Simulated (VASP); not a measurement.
# BeS (I-4m2) in VASP: notebook

BeS is run at these levels: PBEsol; tasks: single point.

All numbers are computed with VASP 6.6.1; they aren't measurements. Logs are shortened: lines on timing, memory, paths and dates and some standing lists are left out, and cuts for length are marked.

### 1 The cell of the first run

It takes space group I-4m2 (No. 119, tetragonal). Conventional cell: a = 3.438 Å, b = 3.438 Å, c = 4.560 Å, α = 90.00°, β = 90.00°, γ = 90.00°. Within 2.7 Å of Be (site symmetry -4m2) lie 4 S at 2.06 Å. S (site symmetry -4m2) has 4 Be at 2.06 Å within 2.7 Å.

### 2 Single point, PBEsol (13.47 Å³/atom)

INCAR reads:

```
ALGO     = Normal         # electronic algorithm
EDIFF    = 1E-6           # SCF threshold, eV
ENCUT    = 520            # plane-wave cutoff, eV
GGA      = PS             # functional
ISIF     = 2              # what is computed and relaxed
ISMEAR   = 0              # smearing method
LASPH    = True           # aspherical terms in the spheres
LCHARG   = False          # write CHGCAR
LREAL    = False          # projectors in reciprocal space
LWAVE    = False          # write WAVECAR
NBANDS   = 11             # bands
NELM     = 60             # most SCF steps
PREC     = Accurate       # precision mode
SIGMA    = 0.05           # smearing width, eV
```

KPOINTS reads:

```
k-points
0
Gamma
  10 10 10
```

POSCAR reads:

```
BeS
1.0
    0.0000000000      2.2800652826      2.4310323943
    2.4310323943      0.0000000000      2.4310323943
    2.4310323943      2.2800652826      0.0000000000
Be S
1 1
Direct
    0.0000000000      0.0000000000      0.0000000000
    0.7500000000      0.7500000000      0.7500000000
```

Potentials or basis: VASP PAW PBE potentials, release 64 (Be, S).

Launch:

```console
$ cat potpaw_PBE.64/Be/POTCAR potpaw_PBE.64/S/POTCAR > POTCAR
$ mpirun -np 1 vasp_std > vasp.out
```

OUTCAR:

```text
EDIFF = 1E-6
   ENCUT = 520
   GGA = PS
   ISIF = 2
   ISMEAR = 0
   LASPH = True
   LREAL = False
   NELM = 60
   PREC = Accurate

 ion  position               nearest neighbor table
   1  0.000  0.000  0.000-   2 2.06   2 2.06   2 2.06   2 2.06
   2  0.750  0.750  0.750-   1 2.06   1 2.06   1 2.06   1 2.06

  LATTYP: Found a body centered tetragonal cell.
 ALAT       =     3.4379989826
 C/A-ratio  =     1.3263909001

  Lattice vectors:

 A1 = (   0.0000000000,  -2.2800652826,   2.4310323943)
 A2 = (   0.0000000000,  -2.2800652826,  -2.4310323943)
 A3 = (   2.4310323943,   2.2800652826,   0.0000000000)

Analysis of symmetry for initial positions (statically):
=====================================================================
 Subroutine PRICEL returns:
 Original cell was already a primitive cell.

 Routine SETGRP: Setting up the symmetry group for a
 body centered tetragonal supercell.

 Subroutine GETGRP returns: Found  8 space group operations
 (whereof  8 operations were pure point group operations)
 out of a pool of 16 trial point group operations.

The static configuration has the point symmetry D_2d.

Analysis of symmetry for dynamics (positions and initial velocities):
=====================================================================
 Subroutine PRICEL returns:
 Original cell was already a primitive cell.

 Routine SETGRP: Setting up the symmetry group for a
 body centered tetragonal supercell.

 Subroutine GETGRP returns: Found  8 space group operations
 (whereof  8 operations were pure point group operations)
 out of a pool of 16 trial point group operations.

The dynamic configuration has the point symmetry D_2d.

 Subroutine INISYM returns: Found  8 space group operations
 (whereof  8 operations are pure point group operations),
 and found     1 'primitive' translations

----------------------------------------------------------------------------------------

                                     Primitive cell

  volume of cell :      26.9500

  direct lattice vectors                    reciprocal lattice vectors
     0.000000000  2.280065283  2.431032394    -0.205673936  0.219291967  0.205673936
     2.431032394  0.000000000  2.431032394     0.205673936 -0.219291967  0.205673936
     2.431032394  2.280065283  0.000000000     0.205673936  0.219291967 -0.205673936

  length of vectors
     3.332959075  3.437998983  3.332959075     0.364269821  0.364269821  0.364269821

  position of ions in fractional coordinates (direct lattice)
     0.000000000  0.000000000  0.000000000
     0.750000000  0.750000000  0.750000000

  ion indices of the primitive-cell ions
   primitive index   ion index
                 1           1
                 2           2

----------------------------------------------------------------------------------------

 KPOINTS: k-points

Automatic generation of k-mesh.
 Grid dimensions read from file:
 generate k-points for:   10   10   10

 Generating k-lattice:

  Cartesian coordinates                     Fractional coordinates (reciprocal lattice)
    -0.020567394  0.021929197  0.020567394     0.100000000  0.000000000  0.000000000
     0.020567394 -0.021929197  0.020567394     0.000000000  0.100000000  0.000000000
     0.020567394  0.021929197 -0.020567394     0.000000000  0.000000000  0.100000000

  Length of vectors
     0.036426982  0.036426982  0.036426982

  Shift w.r.t. Gamma in fractional coordinates (k-lattice)
     0.000000000  0.000000000  0.000000000

 Subroutine IBZKPT returns following result:
 ===========================================

 Found    102 irreducible k-points:

 Following reciprocal coordinates:
            Coordinates               Weight
  0.000000  0.000000  0.000000      1.000000
  0.100000  0.000000  0.000000      8.000000
  0.200000  0.000000  0.000000      8.000000
  0.300000  0.000000  0.000000      8.000000
  0.400000  0.000000  0.000000      8.000000
  0.500000  0.000000  0.000000      4.000000
[... 16 lines left out ...]
  0.300000  0.300000  0.000000      4.000000
  0.400000  0.300000  0.000000     16.000000
 [... further k-points ...]
   k-points           NKPTS =    102   k-points in BZ     NKDIM =    102   number of bands    NBANDS=     11
   number of dos      NEDOS =    301   number of ions     NIONS =      2
   total plane-waves  NPLWV =  21952
   dimension x,y,z NGX =    28 NGY =   28 NGZ =   28
   dimension x,y,z NGXF=    56 NGYF=   56 NGZF=   56
   ions per type =               1   1
   NGX,Y,Z   is equivalent  to a cutoff of  13.97, 13.54, 13.97 a.u.
   NGXF,Y,Z  is equivalent  to a cutoff of  27.93, 27.08, 27.93 a.u.
 SYSTEM =  unknown system
   PREC   = accura    normal or accurate (medium, high low for compatibility)
   ISTART =      0    job   : 0-new  1-cont  2-samecut
   ICHARG =      2    charge: 1-file 2-atom 10-const
   ISPIN  =      1    spin polarized calculation?
   LNONCOLLINEAR =      F non collinear calculations
   LSORBIT =      F    spin-orbit coupling
[... 32 lines left out ...]
   LEPSILON=     F    determine dielectric tensor
   LRPA    =     F    only Hartree local field effects (RPA)
 non-spin polarized calculation
 Gauss-broadening in eV      SIGMA  =   0.05
  energy-cutoff  :      520.00
  volume of cell :       26.95
 maximum number of plane-waves:       744
 NGX is ok and might be reduce to    28
   NGX = 13   NGY = 13   NGZ = 13

 number of electron       8.0000001 magnetization

 Free energy of the ion-electron system (eV)
  ---------------------------------------------------
  ext. energy  EPLUGINS =         0.00000000
  ---------------------------------------------------
  free energy    TOTEN  =       -10.52065147 eV

  energy without entropy =      -10.52065147  energy(sigma->0) =      -10.52065147

 E-fermi :   5.2442     XC(G=0): -10.1372

 val. band max:        4.9639653703   @ k =   0.0000   0.0000   0.0000
 cond. band min:       7.2181244836   @ k =   0.5000   0.0000   0.5000
 fundamental gap:      2.2541591133
 Fermi energy:         5.2441652225

 k-point     1 :       0.0000    0.0000    0.0000
  band No.  band energies     occupation
      1      -9.3594      2.00000
      2       4.6492      2.00000
      3       4.6492      2.00000
      4       4.9640      2.00000
      5      10.3105      0.00000
      6      10.3896      0.00000
      7      10.3896      0.00000
      8      10.9272      0.00000
      9      16.9334      0.00000
     10      18.2476      0.00000
     11      19.8875      0.00000

 k-point     2 :       0.1000    0.0000    0.0000
  band No.  band energies     occupation
      1      -9.2349      2.00000
      2       3.8540      2.00000
      3       4.4762      2.00000
      4       4.7519      2.00000
      5      10.3143      0.00000
      6      10.6400      0.00000
      7      10.6573      0.00000
      8      11.8045      0.00000
      9      16.4912      0.00000
     10      17.5566      0.00000
     11      19.6841      0.00000

 k-point     3 :       0.2000    0.0000    0.0000
  band No.  band energies     occupation
      1      -8.8776      2.00000
      2       2.1161      2.00000
      3       4.0893      2.00000
      4       4.4625      2.00000
      5      10.2845      0.00000
      6      11.0686      0.00000
      7      11.2338      0.00000
      8      13.5233      0.00000
      9      16.2225      0.00000
     10      16.8410      0.00000
     11      19.3332      0.00000

 k-point     4 :       0.3000    0.0000    0.0000
  band No.  band energies     occupation
      1      -8.3498      2.00000
      2       0.3688      2.00000
      3       3.6988      2.00000
      4       4.1827      2.00000
      5      10.2123      0.00000
      6      11.1600      0.00000
      7      11.6773      0.00000
      8      15.0382      0.00000
      9      17.0397      0.00000
     10      17.0469      0.00000
     11      19.2310      0.00000
[... 239 lines left out ...]
 k-point    22 :      -0.2000    0.2000    0.0000
  band No.  band energies     occupation
      1      -8.1520      2.00000
      2       0.6552      2.00000
      3       2.1161      2.00000
      4       4.1395      2.00000
      5      10.9847      0.00000
      6      11.8185      0.00000
      7      12.2723      0.00000
      8      13.6648      0.00000
      9      15.5340      0.00000
     10      19.5985      0.00000
     11      20.8320      0.00000

 k-point    23 :       0.3000    0.3000    0.0000
  band No.  band energies     occupation
      1      -8.0775      2.00000
      2       1.0074      2.00000
      3       2.7005      2.00000
      4       2.8290      2.00000
      5       8.7548      0.00000
      6      10.6806      0.00000
      7      14.0435      0.00000
      8      15.1721      0.00000
      9      17.1430      0.00000
     10      19.6542      0.00000
     11      22.4113      0.00000

 k-point    24 :       0.4000    0.3000    0.0000
  band No.  band energies     occupation
      1      -7.6674      2.00000
      2       0.2365      2.00000
      3       2.1672      2.00000
      4       2.5485      2.00000
      5       8.7559      0.00000
      6      10.6449      0.00000
      7      14.5579      0.00000
      8      15.7809      0.00000
      9      18.7164      0.00000
     10      20.2027      0.00000
     11      21.9354      0.00000

 [... further k-points ...]
[... 5 lines left out ...]
  --------------------------------------------------------------------------------------
  -------------------------------------------------------------------------------------
  Total        0.5930776      1.5103112      0.5930776      0.0000000     -0.0000000      0.0000000
  in kB       35.2584623     89.7879916     35.2584623      0.0000000     -0.0000000      0.0000000
  external PRESSURE =      53.4349721 kB  Pullay stress =       0.0000000 kB

 VOLUME and BASIS-vectors are now :
 -----------------------------------------------------------------------------
  energy-cutoff  :      520.00
  volume of cell :       26.95
      direct lattice vectors                 reciprocal lattice vectors
     0.000000000  2.280065283  2.431032394    -0.205673936  0.219291967  0.205673936
     2.431032394  0.000000000  2.431032394     0.205673936 -0.219291967  0.205673936
     2.431032394  2.280065283  0.000000000     0.205673936  0.219291967 -0.205673936

 POSITION                                       TOTAL-FORCE (eV/Angst)
 -----------------------------------------------------------------------------------
      0.00000      0.00000      0.00000         0.000000      0.000000      0.000000
      3.64655      3.42010      3.64655        -0.000000     -0.000000     -0.000000
 -----------------------------------------------------------------------------------
    total drift:                                0.000000     -0.000000      0.000000

  FREE ENERGIE OF THE ION-ELECTRON SYSTEM (eV)
  ---------------------------------------------------
  free  energy   TOTEN  =       -10.5206514737 eV

  energy  without entropy=      -10.5206514737  energy(sigma->0) =      -10.52065147
```

Wall time 15 s (1 thread of Intel Xeon Platinum 8559C (Emerald Rapids), shared host); peak memory 0.16 GiB.

What came out:

```
Free energy            : -10.5207 eV
Pressure               : 5.3 GPa
Band gap on the k mesh : 2.25 eV (least direct gap 5.35 eV)
```

Stress tensor (GPa, compression positive):
```
3.53 0.00 0.00
0.00 8.98 0.00
0.00 0.00 3.53
```

Caveat: the cell stands under pressure; the PAW data sets were made with another functional, which shifts forces and pressure a little. Expect the measured gap to be larger: semilocal functionals such as PBEsol lack the derivative discontinuity.

### 3 Single point, PBEsol (13.82 Å³/atom)

This run uses another cell than the first one, of 13.82 Å³/atom.

INCAR reads:

```
SYSTEM = BeS
PREC = Accurate
ENCUT = 520
EDIFF = 1E-6
ISMEAR = 0
SIGMA = 0.05
LREAL = .False.
LASPH = .True.
NELM = 80
ALGO = Normal
ISIF = 2
LWAVE = .False.
LCHARG = .True.
GGA = PS
LELF = .True.
LVHAR = .True.
NBANDS = 11
```

KPOINTS reads:

```
Automatic mesh
0
Gamma
  10 10 10
  0 0 0
```

POSCAR reads:

```
BeS
1.0
    0.0000000000      2.5312569920      2.3361855025
    2.3361855025      0.0000000000      2.3361855025
    2.3361855025      2.5312569920      0.0000000000
Be S
1 1
Direct
    0.0000000000      0.0000000000      0.0000000000
    0.7500000000      0.7500000000      0.7500000000
```

Potentials or basis: VASP PAW PBE potentials, release 64 (Be, S).

Launch:

```console
$ cat potpaw_PBE.64/Be/POTCAR potpaw_PBE.64/S/POTCAR > POTCAR
$ mpirun -np 1 vasp_std > vasp.out
```

Wall time 18 s (1 thread of Intel Xeon Platinum 8559C (Emerald Rapids), shared host); peak memory 0.16 GiB.

It converged, with:

- Free energy: -10.5193 eV
- Pressure: 2.6 GPa
- Band gap on the k mesh: 2.48 eV (least direct gap 5.40 eV)

Stress tensor (GPa, compression positive):
```
 5.51  0.00  0.00
 0.00 -3.34  0.00
 0.00  0.00  5.51
```

Levels at points of the mesh, in eV from the valence-band top:
```csv
k point,band 1,band 2,band 3,band 4,band 5,band 6,band 7,band 8,band 9
"(0.00, 0.00, 0.00)",-14.11,-0.51,0.00,0.00,5.44,5.44,5.54,5.76,11.63
"(0.50, 0.00, 0.00)",-12.37,-6.24,-1.66,-0.85,4.85,6.44,6.70,11.00,14.53
"(0.50, 0.50, 0.00)",-11.65,-5.21,-3.22,-3.08,2.48,4.39,12.31,12.66,15.43
"(0.50, 0.00, 0.50)",-12.07,-5.77,-2.49,-2.49,3.16,5.11,12.80,12.80,14.91
```

Caveat: the PAW data sets were made with another functional, which shifts forces and pressure a little. PBEsol gaps usually lie below the measured ones, often by a third to a half.

### 4 Single point, PBEsol (13.82 Å³/atom)

This run uses another cell than the first one, of 13.82 Å³/atom.

INCAR reads:

```
SYSTEM = BeS
PREC     = Accurate       ! precision mode
ENCUT    = 520            ! plane-wave cutoff, eV
EDIFF    = 1E-6           ! SCF threshold, eV
ISMEAR   = 0              ! smearing method
SIGMA    = 0.05           ! smearing width, eV
LREAL    = .FALSE.        ! projectors in reciprocal space
LASPH    = .TRUE.         ! aspherical terms in the spheres
NELM     = 60             ! most SCF steps
ALGO     = Normal         ! electronic algorithm
ISIF     = 2              ! what is computed and relaxed
LWAVE    = .FALSE.        ! write WAVECAR
LCHARG   = .FALSE.        ! write CHGCAR
GGA      = PS             ! functional
NBANDS   = 11             ! bands
```

KPOINTS reads:

```
regular mesh
0
G
  10 10 10
  0 0 0
```

POSCAR reads:

```
BeS
1.0
    0.0000000000      2.3236937873      2.4382935858
    2.4382935858      0.0000000000      2.4382935858
    2.4382935858      2.3236937873      0.0000000000
Be S
1 1
Direct
    0.0000000000      0.0000000000      0.0000000000
    0.7500000000      0.7500000000      0.7500000000
```

Launch:

```console
$ cat potpaw_PBE.64/Be/POTCAR potpaw_PBE.64/S/POTCAR > POTCAR
$ mpirun -np 1 vasp_std > vasp.out
```

It took 16 s on 1 thread of Intel Xeon Platinum 8559C (Emerald Rapids), shared host; peak memory 0.16 GiB.

The run converged. Its results:

* Free energy: -10.5463 eV
* Pressure: 2.6 GPa
* Band gap on the k mesh: 2.45 eV (least direct gap 5.41 eV)

Stress tensor (GPa, compression positive):
```
1.20 0.00 0.00
0.00 5.40 0.00
0.00 0.00 1.20
```

Levels at points of the mesh, in eV from the valence-band top:
```
           k point  band 2  band 3  band 4  band 5  band 6  band 7
(0.00, 0.00, 0.00)   -0.24   -0.24    0.00    5.41    5.47    5.47
(0.50, 0.00, 0.00)   -6.23   -1.47   -1.03    5.19    6.09    6.70
(0.50, 0.50, 0.00)   -5.51   -2.84   -2.76    2.83    4.79   12.61
(0.50, 0.00, 0.50)   -5.16   -3.20   -3.20    2.45    4.32   12.84
```

Caveat: the PAW data sets were made with another functional, which shifts forces and pressure a little. A k mesh can miss the band edges.

### 5 Single point, PBEsol (13.82 Å³/atom)

This run uses another cell than the first one, of 13.82 Å³/atom.

INCAR reads:

```
SYSTEM = BeS
ALGO = Normal
EDIFF = 1E-6
ENCUT = 520
GGA = PS
ISIF = 2
ISMEAR = 0
LASPH = .TRUE.
LCHARG = .FALSE.
LREAL = .FALSE.
LWAVE = .FALSE.
NBANDS = 11
NELM = 60
PREC = Accurate
SIGMA = 0.05
```

KPOINTS reads:

```
k-points
0
G
  10 10 10
  0 0 0
```

POSCAR reads:

```
BeS
1.0
    0.0000000000      2.2746684143      2.4644294846
    2.4644294846      0.0000000000      2.4644294846
    2.4644294846      2.2746684143      0.0000000000
Be S
1 1
Direct
    0.0000000000      0.0000000000      0.0000000000
    0.7500000000      0.7500000000      0.7500000000
```

Launch:

```console
$ cat potpaw_PBE.64/Be/POTCAR potpaw_PBE.64/S/POTCAR > POTCAR
$ mpirun -np 1 vasp_std > vasp.out
```

It took 16 s on 1 thread of Intel Xeon Platinum 8559C (Emerald Rapids), shared host; peak memory 0.16 GiB.

The run converged. Its results:

```
Free energy            : -10.5265 eV
Pressure               : 2.5 GPa
Band gap on the k mesh : 2.22 eV (least direct gap 5.33 eV)
```

Stress tensor (GPa, compression positive):
```
0.34 0.00 0.00
0.00 6.88 0.00
0.00 0.00 0.34
```

Levels at points of the mesh, in eV from the valence-band top:
```
           k point  band 2  band 3  band 4  band 5  band 6  band 7
(0.00, 0.00, 0.00)   -0.37   -0.37    0.00    5.33    5.43    5.43
(0.50, 0.00, 0.00)   -6.31   -1.69   -0.98    4.93    5.86    6.95
(0.50, 0.50, 0.00)   -5.67   -2.85   -2.72    2.84    4.82   12.27
(0.50, 0.00, 0.50)   -5.08   -3.45   -3.45    2.22    4.02   12.74
```

Caveat: the PAW data sets were made with another functional, which shifts forces and pressure a little.

### 6 Single point, PBEsol (13.82 Å³/atom)

This run uses another cell than the first one, of 13.82 Å³/atom.

INCAR reads:

```
ALGO = Normal ; EDIFF = 1E-6
ENCUT = 520 ; GGA = PS
ISIF = 2 ; ISMEAR = 0
LASPH = True ; LCHARG = False
LREAL = False ; LWAVE = False
NBANDS = 11 ; NELM = 60
PREC = Accurate ; SIGMA = 0.05
```

KPOINTS reads:

```
k-points
0
Gamma
  10 10 10
```

POSCAR reads:

```
BeS
1.0
    0.0000000000      2.2990830185      2.4513093277
    2.4513093277      0.0000000000      2.4513093277
    2.4513093277      2.2990830185      0.0000000000
Be S
1 1
Direct
    0.0000000000      0.0000000000      0.0000000000
    0.7500000000      0.7500000000      0.7500000000
```

Potentials or basis: VASP PAW PBE potentials, release 64 (Be, S).

Launch:

```console
$ cat potpaw_PBE.64/Be/POTCAR potpaw_PBE.64/S/POTCAR > POTCAR
$ mpirun -np 1 vasp_std > vasp.out
```

Run time: 15 s. Hardware: 1 thread of Intel Xeon Platinum 8559C (Emerald Rapids), shared host; peak memory 0.16 GiB.

The run converged. Its results:

```
Free energy            : -10.5375 eV
Pressure               : 2.6 GPa
Band gap on the k mesh : 2.33 eV (least direct gap 5.36 eV)
```

Stress tensor (GPa, compression positive):
```
0.76 0.00 0.00
0.00 6.17 0.00
0.00 0.00 0.76
```

Levels at points of the mesh, in eV from the valence-band top:
```csv
k point,band 1,band 2,band 3,band 4,band 5,band 6,band 7,band 8,band 9
"(0.00, 0.00, 0.00)",-14.14,-0.31,-0.31,0.00,5.36,5.45,5.45,5.75,11.94
"(0.50, 0.00, 0.00)",-12.41,-6.27,-1.58,-1.00,5.06,5.97,6.82,10.96,14.25
"(0.50, 0.50, 0.00)",-11.94,-5.59,-2.85,-2.74,2.84,4.80,12.45,12.71,15.25
"(0.50, 0.00, 0.50)",-11.62,-5.12,-3.33,-3.33,2.33,4.17,12.79,12.79,16.13
```

Caveat: the PAW data sets were made with another functional, which shifts forces and pressure a little. A k mesh can miss the band edges.

### 7 Summary

```csv
cell,gap on the mesh (eV),pressure (GPa)
"a = 3.333, b = 3.438 Å, angles 59.0, 62.1, 59.0°, 2 atoms",2.25,5.3
"a = 3.445, b = 3.304 Å, angles 61.3, 57.3, 61.3°, 2 atoms",2.48,2.6
"a = 3.368, b = 3.448 Å, angles 59.2, 61.6, 59.2°, 2 atoms",2.45,2.6
"a = 3.354, b = 3.485 Å, angles 58.7, 62.6, 58.7°, 2 atoms",2.22,2.5
"a = 3.361, b = 3.467 Å, angles 59.0, 62.1, 59.0°, 2 atoms",2.33,2.6
```

Alike in all rows: task single point; level PBEsol; potentials or basis VASP PAW PBE potentials, release 64 (Be, S); no spin polarisation; k mesh 10 × 10 × 10; cutoff (eV) 520; smearing gaussian 0.05 eV.

Caveats: the PAW data sets were made with another functional, which shifts forces and pressure a little; the cell stands under pressure (at least some runs).

Absolute energies hang on the potentials; compare differences alone.
